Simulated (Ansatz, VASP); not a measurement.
**HfO2 in VASP and in Ansatz**

```
Hf O
1.0
     0.00000    2.53456    2.53456
     2.53456    0.00000    2.53456
     2.53456    2.53456    0.00000
Hf O
1 2
Direct
  0.00000 0.00000 0.00000
  0.25000 0.25000 0.25000
  0.75000 0.75000 0.75000
```

Alike in both runs: task single point; functional PBE; dispersion D4; k mesh 6 × 6 × 6; no spin polarisation.

|  | VASP | Ansatz |
| --- | --- | --- |
| version | VASP 6.6.1 | Ansatz 0.2.0 |
| potentials or method | VASP PAW PBE potentials, release 64 (Hf_pv, O), cutoff 520 eV | plane waves, PAW |
| occupations | gaussian, width 0.01 eV | fixed |
| valence electrons in the cell | 22 | 38 |

|  | VASP | Ansatz | Ansatz less VASP |
| --- | --- | --- | --- |
| pressure (GPa) | -2.9 | 0.8 | +3.73 |

VASP's potentials hold 22 valence electrons a cell and Ansatz's 38, so a difference there can come from the potentials and not from the codes.

Spin-orbit coupling is off throughout.
